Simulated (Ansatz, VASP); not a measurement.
**Two plane-wave programs on BeTe**

The input INCAR:

```
ALGO = Normal
EDIFF = 1E-6
ENCUT = 520
GGA = PE
ISIF = 2
ISMEAR = -1
LASPH = True
LCHARG = True
LELF = True
LREAL = False
LVHAR = True
LWAVE = False
NBANDS = 11
NELM = 100
PREC = Accurate
SIGMA = 0.02
```

Contents of KPOINTS:

```
k-points
0
Gamma
  8 8 8
```

The input POSCAR:

```
BeTe
1.0
    0.0000000000      2.9341305093      2.8286228760
    2.8286228760      0.0000000000      2.8286228760
    2.8286228760      2.9341305093      0.0000000000
Be Te
1 1
Direct
    0.0000000000      0.0000000000      0.0000000000
    0.2500000000      0.2500000000      0.2500000000
```

Input for Ansatz:

```yaml
crystal:
  lattice:
    - [0.0, 2.9341305093, 2.828622876]
    - [2.828622876, 0.0, 2.828622876]
    - [2.828622876, 2.9341305093, 0.0]
  atoms:
    - { symbol: Be, position: [0.0, 0.0, 0.0] }
    - { symbol: Te, position: [0.25, 0.25, 0.25] }
kpoints:
  mp_grid: { grid: [8, 8, 8] }
  band_path:
    path:
      - [0.0, 0.0, 0.0]
      - [-0.5, -0.5, 0.0]
      - [-0.375, -0.375, 0.25]
      - [-0.375, 0.0, 0.375]
      - [0.0, 0.0, 0.5]
      - [-0.5, -0.25, 0.25]
      - [0.0, 0.5, 0.5]
    npoints: 1
hamiltonian:
  xc: pbe
scf:
  occupations: { method: fermi_dirac, width: 0.02 }
  n_extra_bands: 4
output:
  forces: true
  stress: true
  eigenvalues: true
```

Change from the starting cell: uniaxial_y strain +3.7%.

Alike in both runs: task single point; functional PBE; k mesh 8 × 8 × 8; occupations fermi-dirac, width 0.02 eV; no spin polarisation.

```csv
,VASP,Ansatz
version,VASP 6.6.1,Ansatz 0.2.0
potentials or method,"VASP PAW PBE potentials, release 64 (Be, Te)","plane waves, PAW"
plane-wave cutoff (eV),520,420
valence electrons in the cell,8,18
```

|  | VASP | Ansatz | Ansatz less VASP |
| --- | --- | --- | --- |
| gap on the k mesh at the Fermi level (eV) | 1.95 | 1.96 | +0.012 |
| pressure (GPa) | -1.6 | -1.8 | -0.12 |
| traceless stress, the component that is largest in VASP (GPa) | -1.51 | -1.52 | -0.005 |

With one functional, cell and mesh, what is left measures potentials, basis and numerics. VASP's potentials hold 8 valence electrons a cell and Ansatz's 18, so a difference there can come from the potentials and not from the codes.

Spin-orbit coupling is off throughout.
